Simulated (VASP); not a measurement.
# TlBr (Pm-3m) in VASP: a series of runs

Runs on TlBr. Level: PBE. Tasks: single point.

All numbers are computed with VASP 6.6.1; they aren't measurements. Logs are shortened: lines on timing, memory, paths and dates and some standing lists are left out, and cuts for length are marked.

**1. The cell of the first run**

It takes space group Pm-3m (No. 221, cubic). The conventional cell has a = 3.946 Å, b = 3.946 Å, c = 3.946 Å, α = 90.00°, β = 90.00°, γ = 90.00°. Within 4.5 Å of Tl (site symmetry m-3m) lie 8 Br at 3.42 Å and 6 Tl at 3.95 Å. Br (site symmetry m-3m) has 8 Tl at 3.42 Å and 6 Br at 3.95 Å within 4.5 Å.

**2. Single point, PBE**

The input, INCAR:

```
  PREC = Accurate
  ENCUT = 500
  EDIFF = 1E-6
  ISMEAR = 0
  SIGMA = 0.01
  LREAL = False
  LASPH = True
  NELM = 120
  ALGO = Normal
  ISIF = 2
  LWAVE = False
  LCHARG = True
  GGA = PE
  LELF = True
  LVHAR = True
  NBANDS = 17
  GGA_COMPAT = False
```

The input, KPOINTS:

```
Automatic mesh
0
Gamma
  4 4 4
```

The input, POSCAR:

```
TlBr
1.0
    3.9461936984      0.0000000000      0.0000000000
    0.0000000000      3.9461936984      0.0000000000
    0.0000000000      0.0000000000      3.9461936984
Tl Br
1 1
Direct
    0.0000000000      0.0000000000      0.0000000000
    0.5000000000      0.5000000000      0.5000000000
```

Potentials or basis: VASP PAW PBE potentials, release 64 (Tl_d, Br).

On the command line:

```console
$ cat potpaw_PBE.64/Tl_d/POTCAR potpaw_PBE.64/Br/POTCAR > POTCAR
$ mpirun -np 1 vasp_std > vasp.out
```

OUTCAR:

```text
PREC = Accurate
   ENCUT = 500
   EDIFF = 1E-6
   ISMEAR = 0
   LREAL = False
   LASPH = True
   NELM = 120
   ISIF = 2
   GGA = PE

 ion  position               nearest neighbor table
   1  0.000  0.000  0.000-   2 3.42   2 3.42   2 3.42   2 3.42   2 3.42   2 3.42   2 3.42   2 3.42

   2  0.500  0.500  0.500-   1 3.42   1 3.42   1 3.42   1 3.42   1 3.42   1 3.42   1 3.42   1 3.42

  LATTYP: Found a simple cubic cell.
 ALAT       =     3.9461936984

  Lattice vectors:

 A1 = (   3.9461936984,   0.0000000000,   0.0000000000)
 A2 = (   0.0000000000,   3.9461936984,   0.0000000000)
 A3 = (   0.0000000000,   0.0000000000,   3.9461936984)

Analysis of symmetry for initial positions (statically):
=====================================================================
 Subroutine PRICEL returns:
 Original cell was already a primitive cell.

 Routine SETGRP: Setting up the symmetry group for a
 simple cubic supercell.

 Subroutine GETGRP returns: Found 48 space group operations
 (whereof 48 operations were pure point group operations)
 out of a pool of 48 trial point group operations.

The static configuration has the point symmetry O_h .

Analysis of symmetry for dynamics (positions and initial velocities):
=====================================================================
 Subroutine PRICEL returns:
 Original cell was already a primitive cell.

 Routine SETGRP: Setting up the symmetry group for a
 simple cubic supercell.

 Subroutine GETGRP returns: Found 48 space group operations
 (whereof 48 operations were pure point group operations)
 out of a pool of 48 trial point group operations.

The dynamic configuration has the point symmetry O_h .

 Subroutine INISYM returns: Found 48 space group operations
 (whereof 48 operations are pure point group operations),
 and found     1 'primitive' translations

----------------------------------------------------------------------------------------

                                     Primitive cell

  volume of cell :      61.4519

  direct lattice vectors                    reciprocal lattice vectors
     3.946193698  0.000000000  0.000000000     0.253408747  0.000000000  0.000000000
     0.000000000  3.946193698  0.000000000     0.000000000  0.253408747  0.000000000
     0.000000000  0.000000000  3.946193698     0.000000000  0.000000000  0.253408747

  length of vectors
     3.946193698  3.946193698  3.946193698     0.253408747  0.253408747  0.253408747

  position of ions in fractional coordinates (direct lattice)
     0.000000000  0.000000000  0.000000000
     0.500000000  0.500000000  0.500000000

  ion indices of the primitive-cell ions
   primitive index   ion index
                 1           1
                 2           2

----------------------------------------------------------------------------------------

 KPOINTS: Automatic mesh

Automatic generation of k-mesh.
 Grid dimensions read from file:
 generate k-points for:    4    4    4

 Generating k-lattice:

  Cartesian coordinates                     Fractional coordinates (reciprocal lattice)
     0.063352187  0.000000000  0.000000000     0.250000000  0.000000000  0.000000000
     0.000000000  0.063352187  0.000000000     0.000000000  0.250000000  0.000000000
     0.000000000  0.000000000  0.063352187     0.000000000  0.000000000  0.250000000

  Length of vectors
     0.063352187  0.063352187  0.063352187

  Shift w.r.t. Gamma in fractional coordinates (k-lattice)
     0.000000000  0.000000000  0.000000000

 Subroutine IBZKPT returns following result:
 ===========================================

 Found     10 irreducible k-points:

 Following reciprocal coordinates:
            Coordinates               Weight
  0.000000  0.000000  0.000000      1.000000
  0.250000  0.000000  0.000000      6.000000
  0.500000  0.000000  0.000000      3.000000
  0.250000  0.250000  0.000000     12.000000
  0.500000  0.250000  0.000000     12.000000
  0.500000  0.500000  0.000000      3.000000
  0.250000  0.250000  0.250000      8.000000
  0.500000  0.250000  0.250000     12.000000
  0.500000  0.500000  0.250000      6.000000
  0.500000  0.500000  0.500000      1.000000
   k-points           NKPTS =     10   k-points in BZ     NKDIM =     10   number of bands    NBANDS=     17
   number of dos      NEDOS =    301   number of ions     NIONS =      2
   total plane-waves  NPLWV =  27000
   dimension x,y,z NGX =    30 NGY =   30 NGZ =   30
   dimension x,y,z NGXF=    60 NGYF=   60 NGZF=   60
   ions per type =               1   1
   NGX,Y,Z   is equivalent  to a cutoff of  12.64, 12.64, 12.64 a.u.
   NGXF,Y,Z  is equivalent  to a cutoff of  25.28, 25.28, 25.28 a.u.
 SYSTEM =  unknown system
   PREC   = accura    normal or accurate (medium, high low for compatibility)
   ISTART =      0    job   : 0-new  1-cont  2-samecut
   ICHARG =      2    charge: 1-file 2-atom 10-const
   ISPIN  =      1    spin polarized calculation?
   LNONCOLLINEAR =      F non collinear calculations
   LSORBIT =      F    spin-orbit coupling
   LASPH  =      T    aspherical Exc in radial PAW
   ENCUT  =  500.0 eV  36.75 Ry    6.06 a.u.   7.19  7.19  7.19*2*pi/ulx,y,z
   NELM   =    120;   NELMIN=  2; NELMDL= -5     # of ELM steps
   EDIFF  = 0.1E-05   stopping-criterion for ELM
   LREAL  =      F    real-space projection
   EDIFFG = 0.1E-04   stopping-criterion for IOM
   NSW    =      0    number of steps for IOM
   IBRION =     -1    ionic relax: 0-MD 1-quasi-New 2-CG
   NFREE  =      0    steps in history (QN), initial steepest desc. (CG)
   ISIF   =      2    stress and relaxation
   ISYM   =      2    0-nonsym 1-usesym 2-fastsym
   POTIM  = 0.5000    time-step for ionic-motion
   TEBEG  =    0.0;   TEEND  =   0.0 temperature during run
   PSTRESS=    0.0 pullay stress
   NELECT =      20.0000    total number of electrons
   NUPDOWN=      -1.0000    fix difference up-down
   EMIN   =  10.00;   EMAX   =-10.00  energy-range for DOS
   EFERMI =   0.00;   METHOD = LEGACY
   ISMEAR =     0;   SIGMA  =   0.01  broadening in eV -4-tet -1-fermi 0-gaus
   EFERMI_NEDOS =   21; number of points for ismear=-14 and -15
   IALGO  =     38    algorithm
   IMIX   =      4    mixing-type and parameters
     AMIX     =   0.40;   BMIX     =  1.00
     AMIX_MAG =   1.60;   BMIX_MAG =  1.00
  volume/ion in A,a.u.               =      30.73       207.35
  Fermi-wavevector in a.u.,A,eV,Ry     =   1.126090  2.128002 17.253258  1.268079
  Thomas-Fermi vector in A             =   2.262770
   LORBIT       =      0    0 simple, 1 ext, 2 COOP (PROOUT), +10 PAW based schemes
   GGA     = PE    functional components
   LHFCALC =     F    Hartree Fock is set to
   AEXX    =    0.0000 exact exchange contribution
   IVDW    =     0    specifies the selected vdW correction
   LEPSILON=     F    determine dielectric tensor
   LRPA    =     F    only Hartree local field effects (RPA)
 non-spin polarized calculation
 Gauss-broadening in eV      SIGMA  =   0.01
  energy-cutoff  :      500.00
  volume of cell :       61.45
 maximum number of plane-waves:      1596
 NGX is ok and might be reduce to    30
   NGX = 15   NGY = 15   NGZ = 15

 number of electron      20.0000001 magnetization

 Free energy of the ion-electron system (eV)
  ---------------------------------------------------
  ext. energy  EPLUGINS =         0.00000000
  ---------------------------------------------------
  free energy    TOTEN  =        -5.50368459 eV

  energy without entropy =       -5.50368459  energy(sigma->0) =       -5.50368459

 E-fermi :   2.7613     XC(G=0):  -9.0885

 val. band max:        2.6740855102   @ k =   0.5000   0.0000   0.0000
 cond. band min:       4.4583550487   @ k =   0.5000   0.0000   0.0000
 fundamental gap:      1.7842695385
 Fermi energy:         2.7612567881

 k-point     1 :       0.0000    0.0000    0.0000
  band No.  band energies     occupation
      1     -11.2118      2.00000
      2      -7.5021      2.00000
      3      -7.5021      2.00000
      4      -7.3117      2.00000
      5      -7.3117      2.00000
      6      -7.3117      2.00000
[... 9 lines left out ...]
     16      14.0634      0.00000
     17      16.1458      0.00000

 k-point     2 :       0.2500    0.0000    0.0000
  band No.  band energies     occupation
      1     -11.0871      2.00000
      2      -7.4964      2.00000
      3      -7.4323      2.00000
      4      -7.3452      2.00000
      5      -7.3452      2.00000
      6      -7.3087      2.00000
[... 9 lines left out ...]
     16      14.7664      0.00000
     17      15.9509      0.00000

 k-point     3 :       0.5000    0.0000    0.0000
  band No.  band energies     occupation
      1     -10.9532      2.00000
      2      -7.4906      2.00000
      3      -7.3780      2.00000
      4      -7.3780      2.00000
      5      -7.3667      2.00000
      6      -7.3057      2.00000
[... 9 lines left out ...]
     16      16.0529      0.00000
     17      16.2038      0.00000

 k-point     4 :       0.2500    0.2500    0.0000
  band No.  band energies     occupation
      1     -10.9923      2.00000
      2      -7.4612      2.00000
      3      -7.3859      2.00000
      4      -7.3496      2.00000
      5      -7.3424      2.00000
      6      -7.3353      2.00000
[... 9 lines left out ...]
     16      13.5579      0.00000
     17      14.0446      0.00000

 k-point     5 :       0.5000    0.2500    0.0000
  band No.  band energies     occupation
      1     -10.8932      2.00000
      2      -7.4476      2.00000
      3      -7.3685      2.00000
      4      -7.3489      2.00000
      5      -7.3325      2.00000
      6      -7.3197      2.00000
[... 9 lines left out ...]
     16      14.1287      0.00000
     17      14.8294      0.00000

 k-point     6 :       0.5000    0.5000    0.0000
  band No.  band energies     occupation
      1     -10.8322      2.00000
      2      -7.4239      2.00000
      3      -7.3590      2.00000
      4      -7.3590      2.00000
      5      -7.3126      2.00000
      6      -7.2549      2.00000
[... 9 lines left out ...]
     16      13.1735      0.00000
     17      13.1735      0.00000

 k-point     7 :       0.2500    0.2500    0.2500
  band No.  band energies     occupation
      1     -10.9055      2.00000
      2      -7.3869      2.00000
      3      -7.3869      2.00000
      4      -7.3715      2.00000
      5      -7.3715      2.00000
      6      -7.3233      2.00000
[... 9 lines left out ...]
     16      13.8382      0.00000
     17      16.3667      0.00000

 k-point     8 :       0.5000    0.2500    0.2500
  band No.  band energies     occupation
      1     -10.8148      2.00000
      2      -7.4185      2.00000
      3      -7.3760      2.00000
      4      -7.3730      2.00000
      5      -7.3361      2.00000
      6      -7.3019      2.00000
[... 9 lines left out ...]
     16      13.7145      0.00000
     17      17.1347      0.00000

 k-point     9 :       0.5000    0.5000    0.2500
  band No.  band energies     occupation
      1     -10.7332      2.00000
      2      -7.4108      2.00000
      3      -7.4108      2.00000
      4      -7.3826      2.00000
      5      -7.3377      2.00000
      6      -7.2533      2.00000
[... 9 lines left out ...]
     16      14.5722      0.00000
     17      17.4794      0.00000

 k-point    10 :       0.5000    0.5000    0.5000
  band No.  band energies     occupation
      1     -10.6271      2.00000
      2      -7.4608      2.00000
      3      -7.4608      2.00000
      4      -7.4608      2.00000
      5      -7.2516      2.00000
      6      -7.2516      2.00000
[... 9 lines left out ...]
     16      15.6455      0.00000
     17      19.1259      0.00000

------------------------ aborting loop because EDIFF is reached ----------------------------------------

  FORCE on cell =-STRESS in cart. coord.  units (eV):
  Direction    XX          YY          ZZ          XY          YZ          ZX
  --------------------------------------------------------------------------------------
  -------------------------------------------------------------------------------------
  Total        0.7828729      0.7828729      0.7828729      0.0000000     -0.0000000     -0.0000000
  in kB       20.4111107     20.4111107     20.4111107      0.0000000     -0.0000000     -0.0000000
  external PRESSURE =      20.4111107 kB  Pullay stress =       0.0000000 kB

 VOLUME and BASIS-vectors are now :
 -----------------------------------------------------------------------------
  energy-cutoff  :      500.00
  volume of cell :       61.45
      direct lattice vectors                 reciprocal lattice vectors
     3.946193698  0.000000000  0.000000000     0.253408747  0.000000000  0.000000000
     0.000000000  3.946193698  0.000000000     0.000000000  0.253408747  0.000000000
     0.000000000  0.000000000  3.946193698     0.000000000  0.000000000  0.253408747

 POSITION                                       TOTAL-FORCE (eV/Angst)
 -----------------------------------------------------------------------------------
      0.00000      0.00000      0.00000         0.000000      0.000000      0.000000
      1.97310      1.97310      1.97310         0.000000      0.000000      0.000000
 -----------------------------------------------------------------------------------
    total drift:                                0.000000     -0.000000     -0.000000

  FREE ENERGIE OF THE ION-ELECTRON SYSTEM (eV)
  ---------------------------------------------------
  free  energy   TOTEN  =        -5.5036845948 eV

  energy  without entropy=       -5.5036845948  energy(sigma->0) =       -5.50368459
```

It took 4.9 s on 1 thread of Intel Xeon 6975P-C (Granite Rapids), shared host; peak memory 0.16 GiB.

What came out:

```
Free energy            : -5.5037 eV
Pressure               : 2.0 GPa
Band gap on the k mesh : 1.78 eV, direct
```

Levels at points of the mesh, in eV from the valence-band top:
```csv
k point,band 8,band 9,band 10,band 11,band 12,band 13
"(0.00, 0.00, 0.00)",-1.42,-1.42,-1.42,6.94,6.94,7.31
"(0.50, 0.00, 0.00)",-0.89,-0.89,0.00,1.78,5.75,5.75
"(0.50, 0.50, 0.00)",-3.11,-3.11,-0.80,4.89,4.89,7.45
"(0.50, 0.50, 0.50)",-2.05,-2.05,-2.05,2.03,2.03,2.03
```

Caveat: spin-orbit coupling is left out, which moves the levels of the heavy elements. A k mesh can miss the band edges.

**3. Single point, PBE**

The input, INCAR:

```
SYSTEM = TlBr
  PREC = Accurate
  ENCUT = 500
  EDIFF = 1E-6
  ISMEAR = 0
  SIGMA = 0.01
  LREAL = .False.
  LASPH = .True.
  NELM = 120
  ALGO = Normal
  ISIF = 2
  LWAVE = .False.
  LCHARG = .True.
  GGA = PE
  LELF = .True.
  LVHAR = .True.
  NBANDS = 17
  GGA_COMPAT = .False.
```

The input, KPOINTS:

```
regular mesh
0
Gamma
  4 4 4
  0 0 0
```

POSCAR is that of step 2.

Potentials or basis: VASP PAW PBE potentials, release 64 (Tl_d, Br).

On the command line:

```console
$ cat potpaw_PBE.64/Tl_d/POTCAR potpaw_PBE.64/Br/POTCAR > POTCAR
$ mpirun -np 1 vasp_std > vasp.out
```

It took 4.9 s on 1 thread of Intel Xeon 6975P-C (Granite Rapids), shared host; peak memory 0.16 GiB.

The run converged. Its results:

| Quantity | Value |
| --- | --- |
| Free energy | -5.5037 eV |
| Pressure | 2.0 GPa |
| Band gap on the k mesh | 1.78 eV, direct |

Levels at points of the mesh, in eV from the valence-band top:
```csv
k point,band 8,band 9,band 10,band 11,band 12,band 13
"(0.00, 0.00, 0.00)",-1.42,-1.42,-1.42,6.94,6.94,7.31
"(0.50, 0.00, 0.00)",-0.89,-0.89,0.00,1.78,5.75,5.75
"(0.50, 0.50, 0.00)",-3.11,-3.11,-0.80,4.89,4.89,7.45
"(0.50, 0.50, 0.50)",-2.05,-2.05,-2.05,2.03,2.03,2.03
```

Caveat: spin-orbit coupling is left out, which moves the levels of the heavy elements. PBE gaps usually lie below the measured ones, often by a third to a half.
